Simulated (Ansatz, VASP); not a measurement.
# Two plane-wave programs on Zr3S2

The input INCAR:

```
SYSTEM = Zr3S2
ALGO = Normal
EDIFF = 1E-6
ENCUT = 520
GGA = PE
ISIF = 2
ISMEAR = 0
ISPIN = 2
LASPH = .TRUE.
LCHARG = .FALSE.
LMAXMIX = 4
LORBIT = 11
LREAL = .FALSE.
LWAVE = .FALSE.
MAGMOM = 1 1 1 0 0
NBANDS = 36
NELM = 150
PREC = Accurate
SIGMA = 0.1
```

Contents of KPOINTS:

```
k-points
0
G
  6 6 6
  0 0 0
```

File POSCAR:

```
Zr3S2
1.0
    2.9025380600      1.6757811300      3.4877731800
   -2.9025380600      1.6757811300      3.4877731800
    0.0000000000     -3.3515622600      3.4877731800
Zr S
3 2
Direct
    0.1612730000      0.8387270000      0.5000000000
    0.5000000000      0.1612730000      0.8387270000
    0.8387270000      0.5000000000      0.1612730000
    0.3349770000      0.3349770000      0.3349770000
    0.6650230000      0.6650230000      0.6650230000
```

Input for Ansatz:

```yaml
crystal:
  lattice:
    - [2.90253806, 1.67578113, 3.48777318]
    - [-2.90253806, 1.67578113, 3.48777318]
    - [0.0, -3.35156226, 3.48777318]
  atoms:
    - { symbol: Zr, position: [0.161273, 0.838727, 0.5], spin: 1.0 }
    - { symbol: Zr, position: [0.5, 0.161273, 0.838727], spin: 1.0 }
    - { symbol: Zr, position: [0.838727, 0.5, 0.161273], spin: 1.0 }
    - { symbol: S, position: [0.334977, 0.334977, 0.334977] }
    - { symbol: S, position: [0.665023, 0.665023, 0.665023] }
basis:
  ecutwfc: 420
kpoints:
  mp_grid: { grid: [6, 6, 6] }
hamiltonian:
  xc: pbe
scf:
  occupations: { method: gaussian, width: 0.1 }
  lower_state_search: "off"
output:
  forces: true
  stress: true
  eigenvalues: true
  populations: true
magnetization:
  spin_polarized: true
```

Alike in both runs: task single point; functional PBE; k mesh 6 × 6 × 6; occupations gaussian, width 0.1 eV; collinear spin.

|  | VASP | Ansatz |
| --- | --- | --- |
| version | VASP 6.6.1 | Ansatz 0.2.0 |
| potentials or method | VASP PAW PBE potentials, release 64 (Zr_sv, S), cutoff 520 eV | scalar-relativistic, plane waves, PAW |
| valence electrons in the cell | 48 | 48 |

Ansatz gave:

- gap on the k mesh at the Fermi level (eV): none
- pressure (GPa): -0.9
- traceless stress, the component that is largest in VASP (GPa): 0.11
- rms of the force components (eV/Å): 0.025
- net moment per atom (μB): 0.00

Problem. What did VASP give for the same quantities?

Solution. gap on the k mesh at the Fermi level (eV): none; pressure (GPa): -0.9; traceless stress, the component that is largest in VASP (GPa): 0.15; rms of the force components (eV/Å): 0.025; net moment per atom (μB): 0.00.

Atom by atom the forces differ by 0.001 eV/Å (rms over components). A gap of «none» marks a metal or a gap that the smearing closes. Ansatz's warnings: seeded moment not kept.
